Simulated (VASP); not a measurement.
# Ca in VASP: further runs

Ca is run at these levels: PBE; tasks: single point.

Program: VASP 6.6.1. These are calculated values, not measurements. Logs are shortened: lines on timing, memory, paths and dates and some standing lists are left out, and cuts for length are marked.

## Step 1: The cell of the first run

The cell holds a slab with vacuum, 4 atoms: a = 3.952 Å, b = 3.952 Å, c = 27.679 Å, α = 90.00°, β = 90.00°, γ = 120.00°.

## Step 2: Single point, PBE

INCAR

```
PREC     = Accurate       # precision mode
ENCUT    = 520            # plane-wave cutoff, eV
EDIFF    = 1E-6           # SCF threshold, eV
ISMEAR   = 0              # smearing method
SIGMA    = 0.1            # smearing width, eV
LREAL    = False          # projectors in reciprocal space
LASPH    = True           # aspherical terms in the spheres
NELM     = 80             # most SCF steps
ALGO     = Normal         # electronic algorithm
ISIF     = 2              # what is computed and relaxed
LWAVE    = False          # write WAVECAR
LCHARG   = True           # write CHGCAR
LDIPOL   = True         
IDIPOL   = 3            
DIPOL    = 0.5 0.5 0.497
GGA      = PE             # functional
LELF     = True           # ELF
LVHAR    = True         
LVACPOTAV= True         
NBANDS   = 28             # bands
```

KPOINTS

```
regular mesh
0
Gamma
  9 9 1
```

POSCAR

```
Ca
1.0
    3.9515955382      0.0000000000      0.0000000000
   -1.9757977691      3.4221821216      0.0000000000
    0.0000000000      0.0000000000     27.6793928493
Ca
4
Direct
    0.6666666667      0.3333333333      0.3251516408
    0.3333333333      0.6666666667      0.4417172103
    0.0000000000      0.0000000000      0.5550527242
    0.6666666667      0.3333333333      0.6657272064
```

Potentials or basis: VASP PAW PBE potentials, release 64 (Ca_sv).

Run with:

```sh
$ cat potpaw_PBE.64/Ca_sv/POTCAR > POTCAR
$ mpirun -np 1 vasp_std > vasp.out
```

OUTCAR:

```text
PREC = Accurate
   ENCUT = 520
   EDIFF = 1E-6
   ISMEAR = 0
   LREAL = False
   LASPH = True
   NELM = 80
   ISIF = 2
   GGA = PE

 ion  position               nearest neighbor table
   1  0.667  0.333  0.325-
   2  0.333  0.667  0.442-
   3  0.000  0.000  0.555-
   4  0.667  0.333  0.666-

  LATTYP: Found a hexagonal cell.
 ALAT       =     3.9515955382
 C/A-ratio  =     7.0046118287

  Lattice vectors:

 A1 = (   3.9515955382,   0.0000000000,   0.0000000000)
 A2 = (  -1.9757977691,   3.4221821216,   0.0000000000)
 A3 = (   0.0000000000,   0.0000000000,  27.6793928493)

Analysis of symmetry for initial positions (statically):
=====================================================================
 Subroutine PRICEL returns:
 Original cell was already a primitive cell.

 Routine SETGRP: Setting up the symmetry group for a
 hexagonal supercell.

 Subroutine GETGRP returns: Found  6 space group operations
 (whereof  6 operations were pure point group operations)
 out of a pool of 24 trial point group operations.

The static configuration has the point symmetry C_3v.

Analysis of symmetry for dynamics (positions and initial velocities):
=====================================================================
 Subroutine PRICEL returns:
 Original cell was already a primitive cell.

 Routine SETGRP: Setting up the symmetry group for a
 hexagonal supercell.

 Subroutine GETGRP returns: Found  6 space group operations
 (whereof  6 operations were pure point group operations)
 out of a pool of 24 trial point group operations.

The dynamic configuration has the point symmetry C_3v.

 Subroutine INISYM returns: Found  6 space group operations
 (whereof  6 operations are pure point group operations),
 and found     1 'primitive' translations

----------------------------------------------------------------------------------------

                                     Primitive cell

  volume of cell :     374.3106

  direct lattice vectors                    reciprocal lattice vectors
     3.951595538  0.000000000  0.000000000     0.253062337  0.146105608  0.000000000
    -1.975797769  3.422182122  0.000000000     0.000000000  0.292211216  0.000000000
     0.000000000  0.000000000 27.679392849     0.000000000  0.000000000  0.036127960

  length of vectors
     3.951595538  3.951595538 27.679392849     0.292211216  0.292211216  0.036127960

  position of ions in fractional coordinates (direct lattice)
     0.666666667  0.333333333  0.325151641
     0.333333333  0.666666667  0.441717210
     0.000000000  0.000000000  0.555052724
     0.666666667  0.333333333  0.665727206

  ion indices of the primitive-cell ions
   primitive index   ion index
                 1           1
                 2           2
                 3           3
                 4           4

----------------------------------------------------------------------------------------

 KPOINTS: regular mesh

Automatic generation of k-mesh.
 Grid dimensions read from file:
 generate k-points for:    9    9    1

 Generating k-lattice:

  Cartesian coordinates                     Fractional coordinates (reciprocal lattice)
     0.028118037  0.016233956  0.000000000     0.111111111  0.000000000  0.000000000
     0.000000000  0.032467913  0.000000000     0.000000000  0.111111111  0.000000000
     0.000000000  0.000000000  0.036127960     0.000000000  0.000000000  1.000000000

  Length of vectors
     0.032467913  0.032467913  0.036127960

  Shift w.r.t. Gamma in fractional coordinates (k-lattice)
     0.000000000  0.000000000  0.000000000

 Subroutine IBZKPT returns following result:
 ===========================================

 Found     12 irreducible k-points:

 Following reciprocal coordinates:
            Coordinates               Weight
  0.000000  0.000000  0.000000      1.000000
  0.111111  0.000000  0.000000      6.000000
  0.222222 -0.000000  0.000000      6.000000
  0.333333  0.000000  0.000000      6.000000
  0.444444 -0.000000  0.000000      6.000000
  0.111111  0.111111  0.000000      6.000000
  0.222222  0.111111  0.000000     12.000000
  0.333333  0.111111  0.000000     12.000000
  0.444444  0.111111  0.000000      6.000000
  0.222222  0.222222  0.000000      6.000000
  0.333333  0.222222  0.000000     12.000000
  0.333333  0.333333  0.000000      2.000000
   k-points           NKPTS =     12   k-points in BZ     NKDIM =     12   number of bands    NBANDS=     28
   number of dos      NEDOS =    301   number of ions     NIONS =      4
   total plane-waves  NPLWV = 189000
   dimension x,y,z NGX =    30 NGY =   30 NGZ =  210
   dimension x,y,z NGXF=    60 NGYF=   60 NGZF=  420
   ions per type =               4
   NGX,Y,Z   is equivalent  to a cutoff of  12.62, 12.62, 12.61 a.u.
   NGXF,Y,Z  is equivalent  to a cutoff of  25.24, 25.24, 25.23 a.u.
 SYSTEM =  unknown system
   PREC   = accura    normal or accurate (medium, high low for compatibility)
   ISTART =      0    job   : 0-new  1-cont  2-samecut
   ICHARG =      2    charge: 1-file 2-atom 10-const
   ISPIN  =      1    spin polarized calculation?
   LNONCOLLINEAR =      F non collinear calculations
   LSORBIT =      F    spin-orbit coupling
   LASPH  =      T    aspherical Exc in radial PAW
   ENCUT  =  520.0 eV  38.22 Ry    6.18 a.u.   7.35  7.35 51.47*2*pi/ulx,y,z
   NELM   =     80;   NELMIN=  2; NELMDL= -5     # of ELM steps
   EDIFF  = 0.1E-05   stopping-criterion for ELM
   LREAL  =      F    real-space projection
   EDIFFG = 0.1E-04   stopping-criterion for IOM
   NSW    =      0    number of steps for IOM
   IBRION =     -1    ionic relax: 0-MD 1-quasi-New 2-CG
   NFREE  =      0    steps in history (QN), initial steepest desc. (CG)
   ISIF   =      2    stress and relaxation
   ISYM   =      2    0-nonsym 1-usesym 2-fastsym
   POTIM  = 0.5000    time-step for ionic-motion
   TEBEG  =    0.0;   TEEND  =   0.0 temperature during run
   PSTRESS=    0.0 pullay stress
   NELECT =      40.0000    total number of electrons
   NUPDOWN=      -1.0000    fix difference up-down
   EMIN   =  10.00;   EMAX   =-10.00  energy-range for DOS
   EFERMI =   0.00;   METHOD = LEGACY
   ISMEAR =     0;   SIGMA  =   0.10  broadening in eV -4-tet -1-fermi 0-gaus
   EFERMI_NEDOS =   21; number of points for ismear=-14 and -15
   IALGO  =     38    algorithm
   IMIX   =      4    mixing-type and parameters
     AMIX     =   0.40;   BMIX     =  1.00
     AMIX_MAG =   1.60;   BMIX_MAG =  1.00
  volume/ion in A,a.u.               =      93.58       631.49
  Fermi-wavevector in a.u.,A,eV,Ry     =   0.776874  1.468080  8.211575  0.603534
  Thomas-Fermi vector in A             =   1.879444
   LORBIT       =      0    0 simple, 1 ext, 2 COOP (PROOUT), +10 PAW based schemes
   GGA     = PE    functional components
   LHFCALC =     F    Hartree Fock is set to
   AEXX    =    0.0000 exact exchange contribution
   IVDW    =     0    specifies the selected vdW correction
   LEPSILON=     F    determine dielectric tensor
   LRPA    =     F    only Hartree local field effects (RPA)
 non-spin polarized calculation
 Gauss-broadening in eV      SIGMA  =   0.10
  energy-cutoff  :      520.00
  volume of cell :      374.31
 maximum number of plane-waves:     10141
 NGX is ok and might be reduce to    30
   NGX = 15   NGY = 15   NGZ =103

 dipolmoment           0.000000      0.000000      0.000610 electrons x Angstroem

 number of electron      40.0000002 magnetization

 dipolmoment           0.000000      0.000000     -0.003596 electrons x Angstroem

 Free energy of the ion-electron system (eV)
  ---------------------------------------------------
  ext. energy  EPLUGINS =         0.00000000
  ---------------------------------------------------
  free energy    TOTEN  =        -6.93642975 eV

  energy without entropy =       -6.89822916  energy(sigma->0) =       -6.91732946

 E-fermi :  -0.5786     XC(G=0):  -4.1259

 val. band max:       -0.5886336463   @ k =   0.4444   0.1111   0.0000
 cond. band min:      -0.5581790053   @ k =   0.3333   0.1111   0.0000
 fundamental gap:      0.0304546411
 Fermi energy:        -0.5785609522

 k-point     1 :       0.0000    0.0000    0.0000
  band No.  band energies     occupation
      1     -43.1043      2.00000
      2     -43.0304      2.00000
      3     -42.6618      2.00000
      4     -42.5805      2.00000
      5     -24.1446      2.00000
      6     -24.0815      2.00000
[... 20 lines left out ...]
     27       1.5055      0.00000
     28       1.5304      0.00000

 k-point     2 :       0.1111    0.0000    0.0000
  band No.  band energies     occupation
      1     -43.1034      2.00000
      2     -43.0295      2.00000
      3     -42.6609      2.00000
      4     -42.5797      2.00000
      5     -24.1431      2.00000
      6     -24.0799      2.00000
[... 20 lines left out ...]
     27       1.4303      0.00000
     28       1.6015      0.00000

 k-point     3 :       0.2222   -0.0000    0.0000
  band No.  band energies     occupation
      1     -43.1011      2.00000
      2     -43.0273      2.00000
      3     -42.6586      2.00000
      4     -42.5774      2.00000
      5     -24.1392      2.00000
      6     -24.0757      2.00000
[... 20 lines left out ...]
     27       1.1260      0.00000
     28       1.4633      0.00000

 k-point     4 :       0.3333    0.0000    0.0000
  band No.  band energies     occupation
      1     -43.0986      2.00000
      2     -43.0247      2.00000
      3     -42.6559      2.00000
      4     -42.5749      2.00000
      5     -24.1349      2.00000
      6     -24.0712      2.00000
[... 206 lines left out ...]
     27       0.8266      0.00000
     28       1.2991      0.00000

 k-point    11 :       0.3333    0.2222    0.0000
  band No.  band energies     occupation
      1     -43.0962      2.00000
      2     -43.0223      2.00000
      3     -42.6534      2.00000
      4     -42.5725      2.00000
      5     -24.1308      2.00000
      6     -24.0799      2.00000
[... 20 lines left out ...]
     27       0.5832      0.00000
     28       0.9465      0.00000

 k-point    12 :       0.3333    0.3333    0.0000
  band No.  band energies     occupation
      1     -43.0958      2.00000
      2     -43.0218      2.00000
      3     -42.6530      2.00000
      4     -42.5720      2.00000
      5     -24.1300      2.00000
      6     -24.0668      2.00000
[... 20 lines left out ...]
     27       0.4657      0.00000
     28       0.7359      0.00000

------------------------ aborting loop because EDIFF is reached ----------------------------------------

  FORCE on cell =-STRESS in cart. coord.  units (eV):
  Direction    XX          YY          ZZ          XY          YZ          ZX
  --------------------------------------------------------------------------------------
  -------------------------------------------------------------------------------------
  Total       -0.3649326     -0.3649326     -0.3346828      0.0000000      0.0000000      0.0000000
  in kB       -1.5620360     -1.5620360     -1.4325567      0.0000000      0.0000000      0.0000000
  external PRESSURE =      -1.5188762 kB  Pullay stress =       0.0000000 kB

 VOLUME and BASIS-vectors are now :
 -----------------------------------------------------------------------------
  energy-cutoff  :      520.00
  volume of cell :      374.31
      direct lattice vectors                 reciprocal lattice vectors
     3.951595538  0.000000000  0.000000000     0.253062337  0.146105608  0.000000000
    -1.975797769  3.422182122  0.000000000     0.000000000  0.292211216  0.000000000
     0.000000000  0.000000000 27.679392849     0.000000000  0.000000000  0.036127960

 POSITION                                       TOTAL-FORCE (eV/Angst)
 -----------------------------------------------------------------------------------
      1.97580      1.14073      9.00000         0.000000     -0.000000      0.118372
     -0.00000      2.28145     12.22646        -0.000000      0.000000     -0.119980
      0.00000      0.00000     15.36352         0.000000     -0.000000     -0.021338
      1.97580      1.14073     18.42692        -0.000000      0.000000      0.022946
 -----------------------------------------------------------------------------------
    total drift:                               -0.000000      0.000000     -0.000007

  FREE ENERGIE OF THE ION-ELECTRON SYSTEM (eV)
  ---------------------------------------------------
  free  energy   TOTEN  =        -6.9364297533 eV

  energy  without entropy=       -6.8982291601  energy(sigma->0) =       -6.91732946

 vacuum level on the upper side and lower side of the slab         2.301         2.350
```

Run time: 3.3 min. Hardware: 1 thread of Intel Xeon 6975P-C (Granite Rapids), shared host; peak memory 0.45 GiB.

Results:

- Free energy: -6.9364 eV
- Largest force: 0.120 eV/Å
- Band gap on the k mesh: zero (bands 20 and 21 overlap by 0.10 eV)

Forces in eV/Å, atoms in the order of the input:
```
Ca   0.000  0.000  0.118
Ca   0.000  0.000 -0.120
Ca   0.000  0.000 -0.021
Ca   0.000  0.000  0.023
```

Levels at points of the mesh, in eV from the Fermi level:
```csv
k point,band 17,band 18,band 19,band 20,band 21,band 22,band 23,band 24
"(0.00, 0.00, 0.00)",-3.88,-3.38,-2.56,-1.58,-0.07,0.38,0.90,1.50
```

## Step 3: Single point, PBE

INCAR

```
  PREC = Accurate
  ENCUT = 520
  EDIFF = 1E-6
  ISMEAR = 0
  SIGMA = 0.1
  LREAL = F
  LASPH = T
  NELM = 80
  ALGO = Normal
  ISIF = 2
  LWAVE = F
  LCHARG = T
  LDIPOL = T
  IDIPOL = 3
  DIPOL = 0.5 0.5 0.497
  GGA = PE
  LELF = T
  LVHAR = T
  LVACPOTAV = T
  NBANDS = 28
```

KPOINTS

```
Automatic mesh
0
Gamma
  24 24 1
```

POSCAR

```
Ca
1.0
    3.9515955400      0.0000000000      0.0000000000
   -1.9757977700      3.4221821200      0.0000000000
    0.0000000000      0.0000000000     27.6793928493
Ca
4
Direct
    0.6666666665      0.3333333335      0.3251516408
    0.3333333335      0.6666666670      0.4417172103
    0.0000000000      0.0000000000      0.5550527242
    0.6666666665      0.3333333335      0.6657272064
```

Potentials or basis: VASP PAW PBE potentials, release 64 (Ca_sv).

Run with:

```sh
$ cat potpaw_PBE.64/Ca_sv/POTCAR > POTCAR
$ mpirun -np 1 vasp_std > vasp.out
```

Run time: 13 min. Hardware: 1 thread of Intel Xeon 6975P-C (Granite Rapids), shared host; peak memory 0.76 GiB.

It converged, with:

```
Free energy            : -6.9507 eV
Largest force          : 0.142 eV/Å
Band gap on the k mesh : zero (bands 20 and 21 overlap by 0.29 eV)
```

Forces on the atoms (eV/Å):
```
Ca   0.000  0.000  0.117
Ca   0.000  0.000 -0.142
Ca   0.000  0.000 -0.005
Ca   0.000  0.000  0.030
```

Levels at points of the mesh, in eV from the Fermi level:
```tsv
k point	band 18	band 19	band 20	band 21	band 22	band 23
(0.00, 0.00, 0.00)	-3.38	-2.56	-1.57	-0.06	0.39	0.91
(0.50, 0.00, 0.00)	-0.85	-0.65	-0.54	-0.06	0.28	0.50
```

The gap in the log of VASP goes by the Fermi energy; the results here count the filled bands.